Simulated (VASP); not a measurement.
The system is BeS.

```
CELL_PARAMETERS angstrom
0.00000 2.41900 2.41900
2.41900 0.00000 2.41900
2.41900 2.41900 0.00000
ATOMIC_POSITIONS crystal
Be 0.00000 0.00000 0.00000
S 0.25000 0.25000 0.25000
```

Base run:

| Quantity | Value |
| --- | --- |
| Program | VASP 6.6.1 |
| Functional | PBEsol |
| Potentials or basis | VASP PAW PBE potentials, release 64 (Be, S) |
| Cutoff | 520 eV |
| k mesh | 9 × 9 × 9 |
| Occupations | fermi-dirac, width 0.05 eV |
| Spin | no spin polarisation |

Its results: band gap on the k mesh 3.01 eV, indirect (least direct gap 5.61 eV); pressure 0.2 GPa.

Task: The run is repeated on the same cell with these changes: functional from PBEsol to r2SCAN. What comes out?

Result: Band gap on the k mesh 3.66 eV, indirect (least direct gap 6.25 eV); pressure 2.2 GPa.

r2SCAN gives the wider gap, since meta-GGAs in the generalised Kohn-Sham scheme recover part of the derivative discontinuity.

Caveats: the PAW data sets were made with another functional, which shifts forces and pressure a little.

A k mesh can miss the band edges.
